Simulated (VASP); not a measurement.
A run of VASP 6.6.1:

Contents of INCAR:

```
SYSTEM = BP
PREC     = Accurate       ! precision mode
ENCUT    = 500            ! plane-wave cutoff, eV
EDIFF    = 1E-6           ! SCF threshold, eV
ISMEAR   = 0              ! smearing method
SIGMA    = 0.02           ! smearing width, eV
LREAL    = .False.        ! projectors in reciprocal space
LASPH    = .True.         ! aspherical terms in the spheres
NELM     = 120            ! most SCF steps
ALGO     = Normal         ! electronic algorithm
ISIF     = 2              ! what is computed and relaxed
LWAVE    = .False.        ! write WAVECAR
LCHARG   = .False.        ! write CHGCAR
GGA      = PE             ! functional
NBANDS   = 11             ! bands
GGA_COMPAT= .False.
```

File KPOINTS:

```
regular mesh
0
Gamma
  16 16 16
  0 0 0
```

The input POSCAR:

```
BP
1.0
    0.0000000000      2.2690000000      2.2690000000
    2.2690000000      0.0000000000      2.2690000000
    2.2690000000      2.2690000000      0.0000000000
B P
1 1
Direct
    0.0000000000      0.0000000000      0.0000000000
    0.2500000000      0.2500000000      0.2500000000
```

Potentials or basis: VASP PAW PBE potentials, release 64 (B, P).

Run with:

```console
$ cat potpaw_PBE.64/B/POTCAR potpaw_PBE.64/P/POTCAR > POTCAR
$ mpirun -np 1 vasp_std > vasp.out
```

Hardware: 1 thread of Intel(R) Xeon(R) Platinum 8259CL CPU @ 2.50GHz (Skylake/Cascade Lake) (shared host).

Problem. Estimate the wall time of this run.

Solution. It took 29 s on 1 thread of Intel(R) Xeon(R) Platinum 8259CL CPU @ 2.50GHz (Skylake/Cascade Lake) (shared host), peak memory 0.16 GiB. Counts: scf iterations 12, k points 145.
